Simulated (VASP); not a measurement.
A run of VASP 6.6.1:

File INCAR:

```
PREC     = Accurate       # precision mode
ENCUT    = 520            # plane-wave cutoff, eV
EDIFF    = 1E-6           # SCF threshold, eV
ISMEAR   = -1             # smearing method
SIGMA    = 0.05           # smearing width, eV
LREAL    = False          # projectors in reciprocal space
LASPH    = True           # aspherical terms in the spheres
NELM     = 80             # most SCF steps
ALGO     = Normal         # electronic algorithm
ISIF     = 2              # what is computed and relaxed
LWAVE    = False          # write WAVECAR
LCHARG   = False          # write CHGCAR
NBANDS   = 55             # bands
```

Contents of KPOINTS:

```
regular mesh
0
Gamma
  6 6 6
```

POSCAR

```
In2O3
1.0
    2.7308916753      1.5766810439      4.7907164619
   -2.7308916753      1.5766810439      4.7907164619
    0.0000000000     -3.1533620877      4.7907164619
In O
4 6
Direct
    0.8576777661      0.8576777661      0.8576777661
    0.6423222339      0.6423222339      0.6423222339
    0.1423222339      0.1423222339      0.1423222339
    0.3576777661      0.3576777661      0.3576777661
    0.0455328969      0.7500000000      0.4544671031
    0.7500000000      0.4544671031      0.0455328969
    0.4544671031      0.0455328969      0.7500000000
    0.9544671031      0.2500000000      0.5455328969
    0.2500000000      0.5455328969      0.9544671031
    0.5455328969      0.9544671031      0.2500000000
```

Potentials or basis: VASP PAW LDA potentials, release 64 (In_d, O).

Run with:

```sh
$ cat potpaw_LDA.64/In_d/POTCAR potpaw_LDA.64/O/POTCAR > POTCAR
$ mpirun -np 1 vasp_std > vasp.out
```

Hardware: 1 thread of AMD EPYC 7R13, on a shared host.

How long does it take, and how much memory?

Wall time 9.4 min on 1 thread of AMD EPYC 7R13, with other jobs on the host, peak memory 0.31 GiB. Counts: scf iterations 14, k points 32.
